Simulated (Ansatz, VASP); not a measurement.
## One calculation of AlCo3, two programs

The input INCAR:

```
  ALGO = Normal
  EDIFF = 1E-6
  ENCUT = 520
  GGA = PS
  ISIF = 2
  ISMEAR = 0
  ISPIN = 2
  LASPH = True
  LCHARG = False
  LMAXMIX = 4
  LORBIT = 11
  LREAL = False
  LWAVE = False
  MAGMOM = 0 1.48 1.48 1.48
  NBANDS = 27
  NELM = 150
  PREC = Accurate
  SIGMA = 0.1
```

Contents of KPOINTS:

```
k-points
0
Gamma
  10 10 10
```

Contents of POSCAR:

```
AlCo3
1.0
    3.5749480000      0.0000000000      0.0000000000
    0.0000000000      3.5749480000      0.0000000000
    0.0000000000      0.0000000000      3.5749480000
Al Co
1 3
Direct
    0.0000000000      0.0000000000      0.0000000000
    0.5000000000      0.5000000000      0.0000000000
    0.5000000000      0.0000000000      0.5000000000
    0.0000000000      0.5000000000      0.5000000000
```

Input for Ansatz:

```yaml
crystal:
  lattice:
    - [3.574948, 0.0, 0.0]
    - [0.0, 3.574948, 0.0]
    - [0.0, 0.0, 3.574948]
  atoms:
    - { symbol: Al, position: [0.0, 0.0, 0.0] }
    - { symbol: Co, position: [0.5, 0.5, 0.0], spin: 1.48 }
    - { symbol: Co, position: [0.5, 0.0, 0.5], spin: 1.48 }
    - { symbol: Co, position: [0.0, 0.5, 0.5], spin: 1.48 }
basis:
  ecutwfc: 420
kpoints:
  mp_grid: { grid: [10, 10, 10] }
hamiltonian:
  xc: pbesol
scf:
  occupations: { method: gaussian, width: 0.1 }
output:
  forces: true
  stress: true
  eigenvalues: true
  populations: true
magnetization:
  spin_polarized: true
```

Alike in both runs: task single point; functional PBEsol; k mesh 10 × 10 × 10; occupations gaussian, width 0.1 eV; collinear spin.

|  | VASP | Ansatz |
| --- | --- | --- |
| version | VASP 6.6.1 | Ansatz 0.2.0 |
| potentials or method | VASP PAW PBE potentials, release 64 (Al, Co), cutoff 520 eV | scalar-relativistic, plane waves, PAW |
| valence electrons in the cell | 30 | 54 |

VASP gave:

```
gap on the k mesh at the Fermi level (eV)                     : none
pressure (GPa)                                                : -7.7
net moment per atom (μB)                                      : 0.96
size of the moment on the site where the two differ most (μB) : 1.31
```

Q: Which values does Ansatz return?

A: gap on the k mesh at the Fermi level (eV): none; pressure (GPa): -7.4; net moment per atom (μB): 0.97; size of the moment on the site where the two differ most (μB): 1.34.

VASP's potentials were made for PBE, not for PBEsol. Site moments also hang on the region over which each program counts them. A gap of «none» marks a metal or a gap that the smearing closes. VASP's potentials hold 30 valence electrons a cell and Ansatz's 54, so a difference there can come from the potentials and not from the codes.
